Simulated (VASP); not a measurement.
Wanted: the native input for a VASP 6.6.1 run.

| Property | Result |
| --- | --- |
| Task | single point |
| Functional | PBE |
| Potentials or basis | VASP PAW PBE potentials, release 64 (Ca_sv, Zr_sv) |
| Cutoff | 520 eV |
| k mesh | 4 × 4 × 4 |
| Occupations | gaussian, width 0.1 eV |
| Spin | no spin polarisation |
| Dipole correction | no |
| Further INCAR settings | ALGO = Fast; EDIFF = 1e-07; NBANDS = 41 |

The structure of Ca2Zr lies in POSCAR:

```
Ca2Zr
1.0
    0.0000000000      4.6036214908      4.6036214908
    4.6036214908      0.0000000000      4.6036214908
    4.6036214908      4.6036214908      0.0000000000
Ca Zr
4 2
Direct
    0.6250000000      0.6250000000      0.6250000000
    0.1250000000      0.6250000000      0.6250000000
    0.6250000000      0.6250000000      0.1250000000
    0.6250000000      0.1250000000      0.6250000000
    0.0000000000      0.0000000000      0.0000000000
    0.2500000000      0.2500000000      0.2500000000
```

The input as run:

INCAR

```
SYSTEM = Ca2Zr
PREC     = Accurate       ! precision mode
ENCUT    = 520            ! plane-wave cutoff, eV
EDIFF    = 1E-7           ! SCF threshold, eV
ISMEAR   = 0              ! smearing method
SIGMA    = 0.1            ! smearing width, eV
LREAL    = .FALSE.        ! projectors in reciprocal space
LASPH    = .TRUE.         ! aspherical terms in the spheres
NELM     = 100            ! most SCF steps
ALGO     = Fast           ! electronic algorithm
ISIF     = 2              ! what is computed and relaxed
LWAVE    = .FALSE.        ! write WAVECAR
LCHARG   = .FALSE.        ! write CHGCAR
GGA      = PE             ! functional
NBANDS   = 41             ! bands
```

KPOINTS

```
regular mesh
0
G
  4 4 4
  0 0 0
```

Potentials or basis: VASP PAW PBE potentials, release 64 (Ca_sv, Zr_sv).

The run is started by

```bash
$ cat potpaw_PBE.64/Ca_sv/POTCAR potpaw_PBE.64/Zr_sv/POTCAR > POTCAR
$ mpirun -np 1 vasp_std > vasp.out
```

Results of the run:

| Item | Value |
| --- | --- |
| Pressure | 0.2 GPa |
| Band gap on the k mesh | zero (band 32 reaches 3.98 eV, above the bottom of band 33 at 3.76 eV) |

Wall time 2.7 min on 1 thread of AMD EPYC 7R43 64-Core Processor (Zen 3), on a shared host, peak memory 0.32 GiB.
